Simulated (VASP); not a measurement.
Input of a VASP 6.6.1 run:

Contents of INCAR:

```
ALGO = Normal ; EDIFF = 1E-6
ENCUT = 520 ; GGA = PS
ISIF = 2 ; ISMEAR = 0
LASPH = True ; LCHARG = False
LREAL = False ; LWAVE = False
NBANDS = 18 ; NELM = 100
PREC = Accurate ; SIGMA = 0.1
```

Contents of KPOINTS:

```
k-points
0
Gamma
  16 16 16
```

Contents of POSCAR:

```
Au
1.0
    3.2421467878      0.0000000000      0.0000000000
    0.0000000000      3.2421467878      0.0000000000
    0.0000000000      0.0000000000      3.2421467878
Au
2
Direct
    0.0000000000      0.0000000000      0.0000000000
    0.5000000000      0.5000000000      0.5000000000
```

Potentials or basis: VASP PAW PBE potentials, release 64 (Au).

Run with:

```console
$ cat potpaw_PBE.64/Au/POTCAR > POTCAR
$ mpirun -np 1 vasp_std > vasp.out
```

(1) Estimate the pressure.

(2) Predict the band gap on the k mesh.

Answers

(1) -0.1 GPa.

(2) zero (band 11 reaches 12.33 eV, above the bottom of band 12 at 7.34 eV).

Caveat: the PAW data sets were made with another functional, which shifts forces and pressure a little; spin-orbit coupling is left out, which moves the levels of the heavy elements.
